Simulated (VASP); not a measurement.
Set up this calculation in VASP 6.6.1, as the native input.

- Task: single point
- Functional: PBEsol
- Potentials or basis: VASP PAW PBE potentials, release 64 (Al, Cu)
- Cutoff: 520 eV
- k mesh: 10 × 10 × 10
- Occupations: gaussian, width 0.15 eV
- Spin: no spin polarisation
- Dipole correction: no
- Further INCAR settings: ALGO = Fast; EDIFF = 1e-07; NBANDS = 26

The structure of Al2Cu lies in POSCAR:

```
Al2Cu
1.0
   -2.8467000000      2.8467000000      2.4379500000
    2.8467000000     -2.8467000000      2.4379500000
    2.8467000000      2.8467000000     -2.4379500000
Al Cu
4 2
Direct
    0.1593210787      0.6593210787      0.8186421574
    0.6593210787      0.8406789213      0.5000000000
    0.8406789213      0.3406789213      0.1813578426
    0.3406789213      0.1593210787      0.5000000000
    0.7500000000      0.7500000000      0.0000000000
    0.2500000000      0.2500000000      0.0000000000
```

One way to write it, as run:

INCAR

```
SYSTEM = Al2Cu
PREC = Accurate ; ENCUT = 520
EDIFF = 1E-7 ; ISMEAR = 0
SIGMA = 0.15 ; LREAL = .False.
LASPH = .True. ; NELM = 80
ALGO = Fast ; ISIF = 2
LWAVE = .False. ; LCHARG = .False.
GGA = PS ; NBANDS = 26
```

KPOINTS

```
regular mesh
0
Gamma
  10 10 10
  0 0 0
```

Potentials or basis: VASP PAW PBE potentials, release 64 (Al, Cu).

Launch:

```console
$ cat potpaw_PBE.64/Al/POTCAR potpaw_PBE.64/Cu/POTCAR > POTCAR
$ mpirun -np 1 vasp_std > vasp.out
```

Results of the run:

```json
{
  "Pressure": "13.1 GPa",
  "Largest force": "0.175 eV/Å",
  "Band gap on the k mesh": "zero (bands 17 and 18 overlap by 4.06 eV)"
}
```

Caveat: the cell stands under pressure; the PAW data sets were made with another functional, which shifts forces and pressure a little.

It took 2.4 min on 1 thread of AMD EPYC 9R45 96-Core Processor (Zen 5), with other jobs on the host, peak memory 0.29 GiB.
